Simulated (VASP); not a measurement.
Set up this calculation in VASP 6.6.1, as the native input.

```
Task                   : single point
Functional             : PBEsol
Potentials or basis    : VASP PAW PBE potentials, release 64 (Rb_sv, Cl)
Cutoff                 : 500 eV
k mesh                 : 8 × 8 × 8
Occupations            : gaussian, width 0.05 eV
Spin                   : no spin polarisation
Dipole correction      : no
Further INCAR settings : ALGO = Normal; EDIFF = 1e-06; NBANDS = 15
```

The structure of RbCl lies in POSCAR:

```
RbCl
1.0
    0.0000000000      3.2932118109      3.2932118109
    3.2932118109      0.0000000000      3.2932118109
    3.2932118109      3.2932118109      0.0000000000
Rb Cl
1 1
Direct
    0.5000000000      0.5000000000      0.5000000000
    0.0000000000      0.0000000000      0.0000000000
```

This cell differs from its parent crystal: volume scaled by 1.020.

These files were run (other wordings do the same):

INCAR

```
SYSTEM = RbCl
PREC = Accurate
ENCUT = 500
EDIFF = 1E-6
ISMEAR = 0
SIGMA = 0.05
LREAL = .False.
LASPH = .True.
NELM = 120
ALGO = Normal
ISIF = 2
LWAVE = .False.
LCHARG = .False.
GGA = PS
NBANDS = 15
GGA_COMPAT = .False.
```

KPOINTS

```
Automatic mesh
0
Gamma
  8 8 8
  0 0 0
```

Potentials or basis: VASP PAW PBE potentials, release 64 (Rb_sv, Cl).

Command:

```sh
$ cat potpaw_PBE.64/Rb_sv/POTCAR potpaw_PBE.64/Cl/POTCAR > POTCAR
$ mpirun -np 1 vasp_std > vasp.out
```

Results of the run:

| Property | Result |
| --- | --- |
| Pressure | -0.3 GPa |
| Band gap on the k mesh | 4.84 eV, direct |

Caveat: the PAW data sets were made with another functional, which shifts forces and pressure a little.

It took 11 s on 1 thread of Intel(R) Xeon(R) 6975P-C (Granite Rapids) (shared host), peak memory 0.2 GiB.
